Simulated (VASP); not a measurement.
# CdTe (I-4m2) in VASP: a series of runs

The runs below take CdTe through single point, with PBE.

Everything below comes from runs of VASP 6.6.1. Logs are shortened: lines on timing, memory, paths and dates and some standing lists are left out, and cuts for length are marked.

## Step 1: The cell of the first run

It takes space group I-4m2 (No. 119, tetragonal). The conventional cell has a = 4.533 Å, b = 4.533 Å, c = 6.025 Å, α = 90.00°, β = 90.00°, γ = 90.00°. Cd (site symmetry -4m2) has 4 Te at 2.72 Å within 3.6 Å. Within 3.6 Å of Te (site symmetry -4m2) lie 4 Cd at 2.72 Å.

## Step 2: Single point, PBE (strain -0.0600 x Voigt [0, 0, 1, 0, 0, 0])

Input file INCAR:

```
ALGO = Normal
EDIFF = 1E-6
ENCUT = 520
GGA = PE
ISIF = 2
ISMEAR = 0
LASPH = True
LCHARG = False
LREAL = False
LWAVE = False
NBANDS = 16
NELM = 100
PREC = Accurate
SIGMA = 0.05
```

Input file KPOINTS:

```
k-points
0
Gamma
  8 8 8
```

Input file POSCAR:

```
CdTe
1.0
    0.0000000000      3.2050000000      3.0127000000
    3.2050000000      0.0000000000      3.0127000000
    3.2050000000      3.2050000000      0.0000000000
Cd Te
1 1
Direct
    0.0000000000      0.0000000000      0.0000000000
    0.7500000000      0.7500000000      0.7500000000
```

Potentials or basis: VASP PAW PBE potentials, release 64 (Cd, Te).

Run with:

```sh
$ cat potpaw_PBE.64/Cd/POTCAR potpaw_PBE.64/Te/POTCAR > POTCAR
$ mpirun -np 1 vasp_std > vasp.out
```

OUTCAR:

```text
EDIFF = 1E-6
   ENCUT = 520
   GGA = PE
   ISIF = 2
   ISMEAR = 0
   LASPH = True
   LREAL = False
   NELM = 100
   PREC = Accurate

 ion  position               nearest neighbor table
   1  0.000  0.000  0.000-   2 2.72   2 2.72   2 2.72   2 2.72
   2  0.750  0.750  0.750-   1 2.72   1 2.72   1 2.72   1 2.72

  LATTYP: Found a body centered tetragonal cell.
 ALAT       =     4.5325544674
 C/A-ratio  =     1.3293607486

  Lattice vectors:

 A1 = (   0.0000000000,  -3.2050000000,  -3.0127000000)
 A2 = (   0.0000000000,   3.2050000000,  -3.0127000000)
 A3 = (   3.2050000000,   0.0000000000,   3.0127000000)

Analysis of symmetry for initial positions (statically):
=====================================================================
 Subroutine PRICEL returns:
 Original cell was already a primitive cell.

 Routine SETGRP: Setting up the symmetry group for a
 body centered tetragonal supercell.

 Subroutine GETGRP returns: Found  8 space group operations
 (whereof  8 operations were pure point group operations)
 out of a pool of 16 trial point group operations.

The static configuration has the point symmetry D_2d.

Analysis of symmetry for dynamics (positions and initial velocities):
=====================================================================
 Subroutine PRICEL returns:
 Original cell was already a primitive cell.

 Routine SETGRP: Setting up the symmetry group for a
 body centered tetragonal supercell.

 Subroutine GETGRP returns: Found  8 space group operations
 (whereof  8 operations were pure point group operations)
 out of a pool of 16 trial point group operations.

The dynamic configuration has the point symmetry D_2d.

 Subroutine INISYM returns: Found  8 space group operations
 (whereof  8 operations are pure point group operations),
 and found     1 'primitive' translations

----------------------------------------------------------------------------------------

                                     Primitive cell

  volume of cell :      61.8931

  direct lattice vectors                    reciprocal lattice vectors
     0.000000000  3.205000000  3.012700000    -0.156006240  0.156006240  0.165964085
     3.205000000  0.000000000  3.012700000     0.156006240 -0.156006240  0.165964085
     3.205000000  3.205000000  0.000000000     0.156006240  0.156006240 -0.165964085

  length of vectors
     4.398680062  4.398680062  4.532554467     0.276079647  0.276079647  0.276079647

  position of ions in fractional coordinates (direct lattice)
     0.000000000  0.000000000  0.000000000
     0.750000000  0.750000000  0.750000000

  ion indices of the primitive-cell ions
   primitive index   ion index
                 1           1
                 2           2

----------------------------------------------------------------------------------------

 KPOINTS: k-points

Automatic generation of k-mesh.
 Grid dimensions read from file:
 generate k-points for:    8    8    8

 Generating k-lattice:

  Cartesian coordinates                     Fractional coordinates (reciprocal lattice)
    -0.019500780  0.019500780  0.020745511     0.125000000  0.000000000  0.000000000
     0.019500780 -0.019500780  0.020745511     0.000000000  0.125000000  0.000000000
     0.019500780  0.019500780 -0.020745511    -0.000000000 -0.000000000  0.125000000

  Length of vectors
     0.034509956  0.034509956  0.034509956

  Shift w.r.t. Gamma in fractional coordinates (k-lattice)
     0.000000000  0.000000000  0.000000000

 Subroutine IBZKPT returns following result:
 ===========================================

 Found     59 irreducible k-points:

 Following reciprocal coordinates:
            Coordinates               Weight
  0.000000  0.000000  0.000000      1.000000
  0.125000  0.000000  0.000000      8.000000
  0.250000  0.000000  0.000000      8.000000
  0.375000 -0.000000  0.000000      8.000000
  0.500000  0.000000  0.000000      4.000000
  0.125000  0.125000  0.000000      2.000000
[... 16 lines left out ...]
  0.250000  0.000000  0.125000     16.000000
  0.375000 -0.000000  0.125000     16.000000
 [... further k-points ...]
   k-points           NKPTS =     59   k-points in BZ     NKDIM =     59   number of bands    NBANDS=     16
   number of dos      NEDOS =    301   number of ions     NIONS =      2
   total plane-waves  NPLWV =  46656
   dimension x,y,z NGX =    36 NGY =   36 NGZ =   36
   dimension x,y,z NGXF=    72 NGYF=   72 NGZF=   72
   ions per type =               1   1
   NGX,Y,Z   is equivalent  to a cutoff of  13.61, 13.61, 13.20 a.u.
   NGXF,Y,Z  is equivalent  to a cutoff of  27.21, 27.21, 26.41 a.u.
 SYSTEM =  unknown system
   PREC   = accura    normal or accurate (medium, high low for compatibility)
   ISTART =      0    job   : 0-new  1-cont  2-samecut
   ICHARG =      2    charge: 1-file 2-atom 10-const
   ISPIN  =      1    spin polarized calculation?
   LNONCOLLINEAR =      F non collinear calculations
   LSORBIT =      F    spin-orbit coupling
   LASPH  =      T    aspherical Exc in radial PAW
   ENCUT  =  520.0 eV  38.22 Ry    6.18 a.u.   8.18  8.18  8.43*2*pi/ulx,y,z
   NELM   =    100;   NELMIN=  2; NELMDL= -5     # of ELM steps
   EDIFF  = 0.1E-05   stopping-criterion for ELM
   LREAL  =      F    real-space projection
[... 7 lines left out ...]
   TEBEG  =    0.0;   TEEND  =   0.0 temperature during run
   PSTRESS=    0.0 pullay stress
   NELECT =      18.0000    total number of electrons
   NUPDOWN=      -1.0000    fix difference up-down
   EMIN   =  10.00;   EMAX   =-10.00  energy-range for DOS
   EFERMI =   0.00;   METHOD = LEGACY
   ISMEAR =     0;   SIGMA  =   0.05  broadening in eV -4-tet -1-fermi 0-gaus
   EFERMI_NEDOS =   21; number of points for ismear=-14 and -15
   IALGO  =     38    algorithm
   IMIX   =      4    mixing-type and parameters
     AMIX     =   0.40;   BMIX     =  1.00
     AMIX_MAG =   1.60;   BMIX_MAG =  1.00
  volume/ion in A,a.u.               =      30.95       208.84
  Fermi-wavevector in a.u.,A,eV,Ry     =   1.084638  2.049670 16.006447  1.176441
  Thomas-Fermi vector in A             =   2.220733
   LORBIT       =      0    0 simple, 1 ext, 2 COOP (PROOUT), +10 PAW based schemes
   GGA     = PE    functional components
   LHFCALC =     F    Hartree Fock is set to
   AEXX    =    0.0000 exact exchange contribution
   IVDW    =     0    specifies the selected vdW correction
   LEPSILON=     F    determine dielectric tensor
   LRPA    =     F    only Hartree local field effects (RPA)
 non-spin polarized calculation
 Gauss-broadening in eV      SIGMA  =   0.05
  energy-cutoff  :      520.00
  volume of cell :       61.89
 maximum number of plane-waves:      1695
 NGX is ok and might be reduce to    36
   NGX = 17   NGY = 17   NGZ = 17

 number of electron      18.0000005 magnetization

 Free energy of the ion-electron system (eV)
  ---------------------------------------------------
  ext. energy  EPLUGINS =         0.00000000
  ---------------------------------------------------
  free energy    TOTEN  =        -4.56921448 eV

  energy without entropy =       -4.56921448  energy(sigma->0) =       -4.56921448

 E-fermi :   3.6341     XC(G=0):  -9.0177

 val. band max:        3.3886323915   @ k =   0.0000   0.0000   0.0000
 cond. band min:       4.3189450342   @ k =   0.0000   0.0000   0.0000
 fundamental gap:      0.9303126426
 Fermi energy:         3.6341473676

 k-point     1 :       0.0000    0.0000    0.0000
  band No.  band energies     occupation
      1      -8.4954      2.00000
      2      -5.4001      2.00000
      3      -5.4001      2.00000
      4      -5.3856      2.00000
      5      -5.0704      2.00000
      6      -5.0511      2.00000
[... 8 lines left out ...]
     15      12.3369      0.00000
     16      13.0696      0.00000

 k-point     2 :       0.1250    0.0000    0.0000
  band No.  band energies     occupation
      1      -8.4231      2.00000
      2      -5.3861      2.00000
      3      -5.3779      2.00000
      4      -5.3450      2.00000
      5      -5.0703      2.00000
      6      -5.0534      2.00000
[... 8 lines left out ...]
     15      11.6707      0.00000
     16      12.1585      0.00000

 k-point     3 :       0.2500    0.0000    0.0000
  band No.  band energies     occupation
      1      -8.2468      2.00000
      2      -5.3561      2.00000
      3      -5.3434      2.00000
      4      -5.1761      2.00000
      5      -5.0655      2.00000
      6      -5.0534      2.00000
[... 8 lines left out ...]
     15      11.6783      0.00000
     16      12.0884      0.00000

 k-point     4 :       0.3750   -0.0000    0.0000
  band No.  band energies     occupation
      1      -8.0715      2.00000
      2      -5.3327      2.00000
      3      -5.3142      2.00000
      4      -5.0610      2.00000
      5      -5.0523      2.00000
      6      -4.8488      2.00000
[... 8 lines left out ...]
     15      12.6519      0.00000
     16      12.7680      0.00000

 k-point     5 :       0.5000    0.0000    0.0000
  band No.  band energies     occupation
      1      -8.0006      2.00000
      2      -5.3254      2.00000
      3      -5.3040      2.00000
      4      -5.0565      2.00000
      5      -5.0440      2.00000
      6      -4.6274      2.00000
[... 8 lines left out ...]
     15      13.5894      0.00000
     16      14.0345      0.00000

 k-point     6 :       0.1250    0.1250    0.0000
  band No.  band energies     occupation
      1      -8.3937      2.00000
      2      -5.3723      2.00000
      3      -5.3723      2.00000
      4      -5.3408      2.00000
      5      -5.0630      2.00000
      6      -5.0561      2.00000
[... 8 lines left out ...]
     15      12.3078      0.00000
     16      12.4927      0.00000
[... 267 lines left out ...]
 k-point    21 :       0.5000    0.5000    0.0000
  band No.  band energies     occupation
      1      -7.8368      2.00000
      2      -5.2299      2.00000
      3      -5.1811      2.00000
      4      -5.1811      2.00000
      5      -5.0194      2.00000
      6      -4.3654      2.00000
[... 8 lines left out ...]
     15      14.0898      0.00000
     16      15.0012      0.00000

 k-point    22 :       0.1250    0.0000    0.1250
  band No.  band energies     occupation
      1      -8.4017      2.00000
      2      -5.3749      2.00000
      3      -5.3551      2.00000
      4      -5.3536      2.00000
      5      -5.0766      2.00000
      6      -5.0496      2.00000
[... 8 lines left out ...]
     15      11.9352      0.00000
     16      12.9229      0.00000

 k-point    23 :       0.2500    0.0000    0.1250
  band No.  band energies     occupation
      1      -8.2620      2.00000
      2      -5.3509      2.00000
      3      -5.3265      2.00000
      4      -5.2290      2.00000
      5      -5.0764      2.00000
      6      -5.0458      2.00000
[... 8 lines left out ...]
     15      12.4458      0.00000
     16      13.0389      0.00000

 k-point    24 :       0.3750   -0.0000    0.1250
  band No.  band energies     occupation
      1      -8.0868      2.00000
      2      -5.3279      2.00000
      3      -5.2960      2.00000
      4      -5.0917      2.00000
      5      -5.0506      2.00000
      6      -4.9185      2.00000
[... 8 lines left out ...]
     15      12.5114      0.00000
     16      13.2893      0.00000

 [... further k-points ...]
[... 5 lines left out ...]
  --------------------------------------------------------------------------------------
  -------------------------------------------------------------------------------------
  Total        3.1030026      3.1030026      3.2709976      0.0000000      0.0000000      0.0000000
  in kB       80.3250070     80.3250070     84.6737615      0.0000000      0.0000000      0.0000000
  external PRESSURE =      81.7745918 kB  Pullay stress =       0.0000000 kB

 VOLUME and BASIS-vectors are now :
 -----------------------------------------------------------------------------
  energy-cutoff  :      520.00
  volume of cell :       61.89
      direct lattice vectors                 reciprocal lattice vectors
     0.000000000  3.205000000  3.012700000    -0.156006240  0.156006240  0.165964085
     3.205000000  0.000000000  3.012700000     0.156006240 -0.156006240  0.165964085
     3.205000000  3.205000000  0.000000000     0.156006240  0.156006240 -0.165964085

 POSITION                                       TOTAL-FORCE (eV/Angst)
 -----------------------------------------------------------------------------------
      0.00000      0.00000      0.00000        -0.000000     -0.000000     -0.000000
      4.80750      4.80750      4.51905         0.000000      0.000000      0.000000
 -----------------------------------------------------------------------------------
    total drift:                                0.000000      0.000000      0.000000

  FREE ENERGIE OF THE ION-ELECTRON SYSTEM (eV)
  ---------------------------------------------------
  free  energy   TOTEN  =        -4.5692144812 eV

  energy  without entropy=       -4.5692144812  energy(sigma->0) =       -4.56921448
```

Run time: 21 s. Hardware: 1 thread of Intel Xeon 6975P-C (Granite Rapids), shared host; peak memory 0.23 GiB.

What came out:

```
Free energy            : -4.5692 eV
Pressure               : 8.2 GPa
Band gap on the k mesh : 0.93 eV
```

Levels at points of the mesh, in eV from the valence-band top:
```
           k point  band 7  band 8  band 9  band 10  band 11  band 12
(0.00, 0.00, 0.00)   -0.19   -0.19    0.00     0.93     4.42     4.42
(0.50, 0.00, 0.00)   -5.12   -1.21   -0.89     1.74     4.81     5.27
(0.50, 0.50, 0.00)   -4.68   -2.53   -2.53     2.08     2.17     9.47
(0.50, 0.00, 0.50)   -5.02   -2.28   -2.17     2.35     2.67     9.05
```

Caveat: the cell differs from its parent crystal (strain -0.0600 x Voigt [0, 0, 1, 0, 0, 0]); the cell stands under pressure; spin-orbit coupling is left out, which moves the levels of the heavy elements.

## Step 3: Single point, PBE (strain -0.0450 x Voigt [0, 0, 1, 0, 0, 0])

Input file INCAR:

```
SYSTEM = CdTe
ALGO = Normal
EDIFF = 1E-6
ENCUT = 520
GGA = PE
ISIF = 2
ISMEAR = 0
LASPH = .TRUE.
LCHARG = .FALSE.
LREAL = .FALSE.
LWAVE = .FALSE.
NBANDS = 16
NELM = 60
PREC = Accurate
SIGMA = 0.05
```

Input file KPOINTS:

```
k-points
0
G
  8 8 8
  0 0 0
```

Input file POSCAR:

```
CdTe
1.0
    0.0000000000      3.2050000000      3.0607750000
    3.2050000000      0.0000000000      3.0607750000
    3.2050000000      3.2050000000      0.0000000000
Cd Te
1 1
Direct
    0.0000000000      0.0000000000      0.0000000000
    0.7500000000      0.7500000000      0.7500000000
```

Potentials or basis: VASP PAW PBE potentials, release 64 (Cd, Te).

Run with:

```sh
$ cat potpaw_PBE.64/Cd/POTCAR potpaw_PBE.64/Te/POTCAR > POTCAR
$ mpirun -np 1 vasp_std > vasp.out
```

OUTCAR:

```text
SYSTEM = CdTe
   EDIFF = 1E-6
   ENCUT = 520
   GGA = PE
   ISIF = 2
   ISMEAR = 0
   LASPH = .TRUE.
   LREAL = .FALSE.
   NELM = 60
   PREC = Accurate

 ion  position               nearest neighbor table
   1  0.000  0.000  0.000-   2 2.73   2 2.73   2 2.73   2 2.73
   2  0.750  0.750  0.750-   1 2.73   1 2.73   1 2.73   1 2.73

  LATTYP: Found a body centered tetragonal cell.
 ALAT       =     4.5325544674
 C/A-ratio  =     1.3505739521

  Lattice vectors:

 A1 = (   0.0000000000,  -3.2050000000,  -3.0607750000)
 A2 = (   0.0000000000,   3.2050000000,  -3.0607750000)
 A3 = (   3.2050000000,   0.0000000000,   3.0607750000)

Analysis of symmetry for initial positions (statically):
=====================================================================
 Subroutine PRICEL returns:
 Original cell was already a primitive cell.

 Routine SETGRP: Setting up the symmetry group for a
 body centered tetragonal supercell.

 Subroutine GETGRP returns: Found  8 space group operations
 (whereof  8 operations were pure point group operations)
 out of a pool of 16 trial point group operations.

[... 157 lines left out ...]
  ext. energy  EPLUGINS =         0.00000000
  ---------------------------------------------------
  free energy    TOTEN  =        -4.61810963 eV

  energy without entropy =       -4.61810963  energy(sigma->0) =       -4.61810963

 E-fermi :   3.4396     XC(G=0):  -8.9434

 val. band max:        3.1997064063   @ k =   0.0000   0.0000   0.0000
 cond. band min:       4.1141622163   @ k =   0.0000   0.0000   0.0000
 fundamental gap:      0.9144558100
 Fermi energy:         3.4395651074

 k-point     1 :       0.0000    0.0000    0.0000
  band No.  band energies     occupation
      1      -8.5530      2.00000
      2      -5.4913      2.00000
      3      -5.4913      2.00000
      4      -5.4803      2.00000
      5      -5.1719      2.00000
      6      -5.1588      2.00000
[... 433 lines left out ...]
      3      -5.3945      2.00000
      4      -5.1951      2.00000
      5      -5.1538      2.00000
      6      -5.0214      2.00000
[... 8 lines left out ...]
     15      12.3528      0.00000
     16      13.0747      0.00000

 [... further k-points ...]
[... 5 lines left out ...]
  --------------------------------------------------------------------------------------
  -------------------------------------------------------------------------------------
  Total        2.7472284      2.7472284      2.9043612      0.0000000      0.0000000      0.0000000
  in kB       69.9983626     69.9983626     74.0020485      0.0000000      0.0000000      0.0000000
  external PRESSURE =      71.3329246 kB  Pullay stress =       0.0000000 kB

 VOLUME and BASIS-vectors are now :
 -----------------------------------------------------------------------------
  energy-cutoff  :      520.00
  volume of cell :       62.88
      direct lattice vectors                 reciprocal lattice vectors
     0.000000000  3.205000000  3.060775000    -0.156006240  0.156006240  0.163357320
     3.205000000  0.000000000  3.060775000     0.156006240 -0.156006240  0.163357320
     3.205000000  3.205000000  0.000000000     0.156006240  0.156006240 -0.163357320

 POSITION                                       TOTAL-FORCE (eV/Angst)
 -----------------------------------------------------------------------------------
      0.00000      0.00000      0.00000        -0.000000     -0.000000      0.000000
      4.80750      4.80750      4.59116         0.000000      0.000000     -0.000000
 -----------------------------------------------------------------------------------
    total drift:                                0.000000      0.000000      0.000001

  FREE ENERGIE OF THE ION-ELECTRON SYSTEM (eV)
  ---------------------------------------------------
  free  energy   TOTEN  =        -4.6181096254 eV

  energy  without entropy=       -4.6181096254  energy(sigma->0) =       -4.61810963
```

OSZICAR:

```text
N       E                     dE             d eps       ncg     rms          rms(c)
DAV:   1     0.101897686748E+03    0.10190E+03   -0.84570E+03  1920   0.984E+02
DAV:   2    -0.130553173319E+01   -0.10320E+03   -0.98076E+02  2192   0.240E+02
DAV:   3    -0.481568358507E+01   -0.35102E+01   -0.35036E+01  2376   0.462E+01
DAV:   4    -0.484684034586E+01   -0.31157E-01   -0.31156E-01  2792   0.382E+00
DAV:   5    -0.484690873104E+01   -0.68385E-04   -0.68385E-04  2472   0.168E-01    0.666E+00
DAV:   6    -0.463367421052E+01    0.21323E+00   -0.36908E-01  2296   0.785E+00    0.525E+00
DAV:   7    -0.461706520590E+01    0.16609E-01   -0.11933E-01  2224   0.230E+00    0.187E+00
DAV:   8    -0.461776480700E+01   -0.69960E-03   -0.12600E-02  2136   0.132E+00    0.519E-01
DAV:   9    -0.461802191499E+01   -0.25711E-03   -0.98518E-04  2344   0.352E-01    0.134E-01
DAV:  10    -0.461807882000E+01   -0.56905E-04   -0.11670E-04  2392   0.102E-01    0.562E-02
DAV:  11    -0.461811051291E+01   -0.31693E-04   -0.59035E-05  2232   0.589E-02    0.259E-02
DAV:  12    -0.461810962543E+01    0.88747E-06   -0.27955E-06  2296   0.181E-02
   1 F= -.46181096E+01 E0= -.46181096E+01  d E =-.558160E-14
```

Wall time 21 s (1 thread of Intel Xeon 6975P-C (Granite Rapids), shared host); peak memory 0.24 GiB.

What came out:

| Property | Result |
| --- | --- |
| Free energy | -4.6181 eV |
| Pressure | 7.1 GPa |
| Band gap on the k mesh | 0.91 eV |

Stress tensor (GPa, compression positive):
```
7.00 0.00 0.00
0.00 7.00 0.00
0.00 0.00 7.40
```

Levels at points of the mesh, in eV from the valence-band top:
```tsv
k point	band 7	band 8	band 9	band 10	band 11	band 12
(0.00, 0.00, 0.00)	-0.15	-0.15	0.00	0.91	4.45	4.45
(0.50, 0.00, 0.00)	-4.99	-1.11	-0.88	1.78	4.90	5.23
(0.50, 0.50, 0.00)	-4.64	-2.39	-2.39	2.20	2.29	9.42
(0.50, 0.00, 0.50)	-4.88	-2.21	-2.13	2.39	2.66	9.05
```

Caveat: the cell differs from its parent crystal (strain -0.0450 x Voigt [0, 0, 1, 0, 0, 0]); the cell stands under pressure; spin-orbit coupling is left out, which moves the levels of the heavy elements.

(Continued in part 2 of 2.)
